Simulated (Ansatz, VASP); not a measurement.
# One calculation of Re, two programs

```
Re
1.0
     2.58049    0.00000    0.00000
     0.00000    2.58049    0.00000
     0.00000    0.00000    2.58049
Re
1
Direct
  0.00000 0.00000 0.00000
```

Alike in both runs: functional PBE; k mesh 12 × 12 × 12; occupations fermi-dirac, width 0.1 eV; no spin polarisation.

Ansatz relaxed the structure, and its values are those at the end. VASP's run is a single point on that final structure, the one shown.

```csv
,VASP,Ansatz
version,VASP 6.6.1,Ansatz 0.2.0
potentials or method,"VASP PAW PBE potentials, release 64 (Re_sv_GW), cutoff 500 eV","plane waves (420 eV) with PAW, scalar-relativistic"
valence electrons in the cell,15,15
```

```tsv
	VASP	Ansatz	Ansatz less VASP
pressure (GPa)	-2.1	0.0	+2.06
```

Neither program's run includes spin-orbit coupling.
